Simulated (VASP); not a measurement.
# Ta (P6_3/mmc) in VASP: notebook

Ta is run at these levels: PBEsol; tasks: relaxation of cell and atoms, single point.

All numbers are computed with VASP 6.6.1; they aren't measurements. Logs are shortened: lines on timing, memory, paths and dates and some standing lists are left out, and cuts for length are marked.

## Step 1: The cell of the first run

It takes space group P6_3/mmc (No. 194, hexagonal). The conventional cell has a = 4.576 Å, b = 4.576 Å, c = 4.717 Å, α = 90.00°, β = 90.00°, γ = 120.00°. Ta (site symmetry -6m2) has 5 Ta at 2.36 to 2.64 Å within 3.1 Å. Within 3.6 Å of Ta (site symmetry -6m2) lie 15 Ta at 2.64 to 3.54 Å.

This isn't the form of Ta at room conditions, which is bcc.

## Step 2: Relaxation of cell and atoms, PBEsol

Input file INCAR:

```
ALGO = Normal
EDIFF = 1E-7
EDIFFG = -0.04
ENCUT = 600
GGA = PS
IBRION = 2
ISIF = 3
ISMEAR = 0
LASPH = T
LCHARG = F
LREAL = F
LWAVE = F
NELM = 100
NSW = 90
PREC = Accurate
SIGMA = 0.1
```

Input file KPOINTS:

```
k-points
0
Gamma
  6 6 4
```

Input file POSCAR:

```
Ta
1.0
    4.5763305124      0.0000000000      0.0000000000
   -2.2881652562      3.9632184798      0.0000000000
    0.0000000000      0.0000000000      4.7171784019
Ta
4
Direct
    0.0000000000      0.0000000000      0.2500000000
    0.0000000000      0.0000000000      0.7500000000
    0.3333333333      0.6666666667      0.7500000000
    0.6666666667      0.3333333333      0.2500000000
```

Potentials or basis: VASP PAW PBE potentials, release 64 (Ta_pv).

On the command line:

```console
> cat potpaw_PBE.64/Ta_pv/POTCAR > POTCAR
> mpirun -np 1 vasp_std > vasp.out
```

OUTCAR:

```text
EDIFF = 1E-7
   EDIFFG = -0.04
   ENCUT = 600
   GGA = PS
   IBRION = 2
   ISIF = 3
   ISMEAR = 0
   LASPH = T
   LREAL = F
   NELM = 100
   NSW = 90
   PREC = Accurate

 ion  position               nearest neighbor table
   1  0.000  0.000  0.250-   2 2.36   2 2.36   4 2.64   4 2.64   4 2.64   3 3.54   3 3.54   3 3.54
                             3 3.54   3 3.54   3 3.54
   2  0.000  0.000  0.750-   1 2.36   1 2.36   3 2.64   3 2.64   3 2.64   4 3.54   4 3.54   4 3.54
                             4 3.54   4 3.54   4 3.54
   3  0.333  0.667  0.750-   2 2.64   2 2.64   2 2.64   4 3.54   4 3.54   1 3.54   1 3.54   4 3.54
                             4 3.54   1 3.54   1 3.54   1 3.54   1 3.54   4 3.54   4 3.54
   4  0.667  0.333  0.250-   1 2.64   1 2.64   1 2.64   3 3.54   3 3.54   2 3.54   3 3.54   3 3.54
                             2 3.54   2 3.54   2 3.54   2 3.54   2 3.54   3 3.54   3 3.54

  LATTYP: Found a hexagonal cell.
 ALAT       =     4.5763305124
 C/A-ratio  =     1.0307774732

  Lattice vectors:

 A1 = (   4.5763305124,   0.0000000000,   0.0000000000)
 A2 = (  -2.2881652562,   3.9632184798,   0.0000000000)
 A3 = (   0.0000000000,   0.0000000000,   4.7171784019)

Analysis of symmetry for initial positions (statically):
=====================================================================
 Subroutine PRICEL returns:
 Original cell was already a primitive cell.

 Routine SETGRP: Setting up the symmetry group for a
 hexagonal supercell.

 Subroutine GETGRP returns: Found 24 space group operations
 (whereof 12 operations were pure point group operations)
 out of a pool of 24 trial point group operations.

The static configuration has the point symmetry D_3d.
 The point group associated with its full space group is D_6h.

Analysis of symmetry for dynamics (positions and initial velocities):
=====================================================================
 Subroutine PRICEL returns:
 Original cell was already a primitive cell.

 Routine SETGRP: Setting up the symmetry group for a
 hexagonal supercell.

 Subroutine GETGRP returns: Found 24 space group operations
 (whereof 12 operations were pure point group operations)
 out of a pool of 24 trial point group operations.

The dynamic configuration has the point symmetry D_3d.
 The point group associated with its full space group is D_6h.

 Subroutine INISYM returns: Found 24 space group operations
 (whereof 12 operations are pure point group operations),
 and found     1 'primitive' translations

----------------------------------------------------------------------------------------

                                     Primitive cell

  volume of cell :      85.5555

[... 82 lines left out ...]
   ISPIN  =      1    spin polarized calculation?
   LNONCOLLINEAR =      F non collinear calculations
   LSORBIT =      F    spin-orbit coupling
   LASPH  =      T    aspherical Exc in radial PAW
   ENCUT  =  600.0 eV  44.10 Ry    6.64 a.u.   9.14  9.14  9.42*2*pi/ulx,y,z
   NELM   =    100;   NELMIN=  2; NELMDL= -5     # of ELM steps
   EDIFF  = 0.1E-06   stopping-criterion for ELM
   LREAL  =      F    real-space projection
   EDIFFG = -.4E-01   stopping-criterion for IOM
   NSW    =     90    number of steps for IOM
   IBRION =      2    ionic relax: 0-MD 1-quasi-New 2-CG
   NFREE  =      1    steps in history (QN), initial steepest desc. (CG)
   ISIF   =      3    stress and relaxation
   ISYM   =      2    0-nonsym 1-usesym 2-fastsym
   POTIM  = 0.5000    time-step for ionic-motion
   TEBEG  =    0.0;   TEEND  =   0.0 temperature during run
   PSTRESS=    0.0 pullay stress
   NELECT =      44.0000    total number of electrons
   NUPDOWN=      -1.0000    fix difference up-down
   EMIN   =  10.00;   EMAX   =-10.00  energy-range for DOS
   EFERMI =   0.00;   METHOD = LEGACY
   ISMEAR =     0;   SIGMA  =   0.10  broadening in eV -4-tet -1-fermi 0-gaus
   EFERMI_NEDOS =   21; number of points for ismear=-14 and -15
   IALGO  =     38    algorithm
   IMIX   =      4    mixing-type and parameters
     AMIX     =   0.40;   BMIX     =  1.00
     AMIX_MAG =   1.60;   BMIX_MAG =  1.00
  volume/ion in A,a.u.               =      21.39       144.34
  Fermi-wavevector in a.u.,A,eV,Ry     =   1.311625  2.478613 23.406936  1.720361
  Thomas-Fermi vector in A             =   2.442074
   LORBIT       =      0    0 simple, 1 ext, 2 COOP (PROOUT), +10 PAW based schemes
   GGA     = PS    functional components
   LHFCALC =     F    Hartree Fock is set to
   AEXX    =    0.0000 exact exchange contribution
   IVDW    =     0    specifies the selected vdW correction
   LEPSILON=     F    determine dielectric tensor
   LRPA    =     F    only Hartree local field effects (RPA)
 conjugate gradient relaxation of ions
 non-spin polarized calculation
 Gauss-broadening in eV      SIGMA  =   0.10
  energy-cutoff  :      600.00
  volume of cell :       85.56
 maximum number of plane-waves:      2886
 NGX is ok and might be reduce to    40
   NGX = 19   NGY = 19   NGZ = 19

--------------------------------------- Ionic step        1  -------------------------------------------

 number of electron      43.9999998 magnetization

 Free energy of the ion-electron system (eV)
  ---------------------------------------------------
  ext. energy  EPLUGINS =         0.00000000
  ---------------------------------------------------
  free energy    TOTEN  =       -43.38192588 eV

  energy without entropy =      -43.34819210  energy(sigma->0) =      -43.36505899

------------------------ aborting loop because EDIFF is reached ----------------------------------------

  FORCE on cell =-STRESS in cart. coord.  units (eV):
  Direction    XX          YY          ZZ          XY          YZ          ZX
  --------------------------------------------------------------------------------------
  -------------------------------------------------------------------------------------
  Total        0.0548494      0.0548494      2.7789116      0.0000000     -0.0000000      0.0000000
  in kB        1.0271523      1.0271523     52.0400396      0.0000000     -0.0000000      0.0000000
  external PRESSURE =      18.0314481 kB  Pullay stress =       0.0000000 kB
[... 139 lines left out ...]
--------------------------------------- Ionic step        5  -------------------------------------------

 number of electron      43.9999997 magnetization

 Free energy of the ion-electron system (eV)
  ---------------------------------------------------
  ext. energy  EPLUGINS =         0.00000000
  ---------------------------------------------------
  free energy    TOTEN  =       -43.40435808 eV

  energy without entropy =      -43.36612472  energy(sigma->0) =      -43.38524140

 E-fermi :   3.9948     XC(G=0): -11.5886

 val. band max:        3.9820859071   @ k =   0.3333   0.0000   0.0000
 cond. band min:       3.9987781490   @ k =   0.3333   0.1667   0.2500
 fundamental gap:      0.0166922419
 Fermi energy:         3.9947797751

 k-point     1 :       0.0000    0.0000    0.0000
  band No.  band energies     occupation
      1     -31.4143      2.00000
      2     -30.6353      2.00000
      3     -30.6317      2.00000
      4     -30.6317      2.00000
      5     -30.5878      2.00000
      6     -30.5636      2.00000
[... 629 lines left out ...]
  FREE ENERGIE OF THE ION-ELECTRON SYSTEM (eV)
  ---------------------------------------------------
  free  energy   TOTEN  =       -43.4043580758 eV

  energy  without entropy=      -43.3661247199  energy(sigma->0) =      -43.38524140

 reached required accuracy - stopping structural energy minimisation
```

OSZICAR:

```text
N       E                     dE             d eps       ncg     rms          rms(c)
DAV:   1     0.440417188755E+03    0.44042E+03   -0.27090E+04  1092   0.190E+03
DAV:   2    -0.275095404810E+02   -0.46793E+03   -0.46324E+03  1226   0.514E+02
DAV:   3    -0.457912683323E+02   -0.18282E+02   -0.17170E+02  1440   0.816E+01
DAV:   4    -0.463014883165E+02   -0.51022E+00   -0.50376E+00  1302   0.119E+01
[... 51 lines left out ...]
DAV:   4    -0.434043521141E+02    0.28013E-03   -0.15341E-03  1456   0.286E-01    0.679E-02
DAV:   5    -0.434043626604E+02   -0.10546E-04   -0.12847E-04  1408   0.879E-02    0.193E-02
DAV:   6    -0.434043583782E+02    0.42822E-05   -0.42560E-05  1420   0.468E-02    0.714E-03
DAV:   7    -0.434043580826E+02    0.29553E-06   -0.21739E-06  1282   0.123E-02    0.196E-03
DAV:   8    -0.434043580758E+02    0.67957E-08   -0.44388E-07  1164   0.371E-03
   5 F= -.43404358E+02 E0= -.43385241E+02  d E =-.162766E-02
```

Run time: 1.8 min. Hardware: 1 thread of Intel Xeon 6975P-C (Granite Rapids), shared host; peak memory 0.27 GiB.

Results:

```yaml
Free_energy: -43.4044 eV
Relaxed_volume: 21.63 Å³/atom
Relaxed_cell: a = 4.563 Å, b = 4.563 Å, c = 4.797 Å, α = 90.00°, β = 90.00°, γ = 120.00°
Space_group_after_relaxing_to_0.1_Å: P6_3/mmc (No. 194)
Energy_gained_by_relaxing: 5.6 meV/atom
Ionic_steps: 5
Pressure_after_relaxing: 0.0 GPa
Band_gap_on_the_k_mesh: zero (bands 22 and 23 overlap by 0.56 eV)
```

Step by step:
```
step  energy change (eV)  largest force (eV/Å)  pressure (GPa)  volume (Å³)
   1              0.0000                0.0000            1.80        85.56
   2              0.0033                0.0000           -2.97        88.54
   3             -0.0208                0.0000           -0.63        86.95
   4             -0.0216                0.0000            0.45        86.19
   5             -0.0224                0.0000            0.00        86.51
```

Final structure:
```
CELL_PARAMETERS angstrom
4.56313 0.00000 0.00000
-2.28156 3.95179 0.00000
0.00000 0.00000 4.79721
ATOMIC_POSITIONS crystal
Ta 0.00000 0.00000 0.25000
Ta 0.00000 0.00000 0.75000
Ta 0.33333 0.66667 0.75000
Ta 0.66667 0.33333 0.25000
```

Caveat: the PAW data sets were made with another functional, which shifts forces and pressure a little; spin-orbit coupling is left out, which moves the levels of the heavy elements.

[end of part 1 of 2]
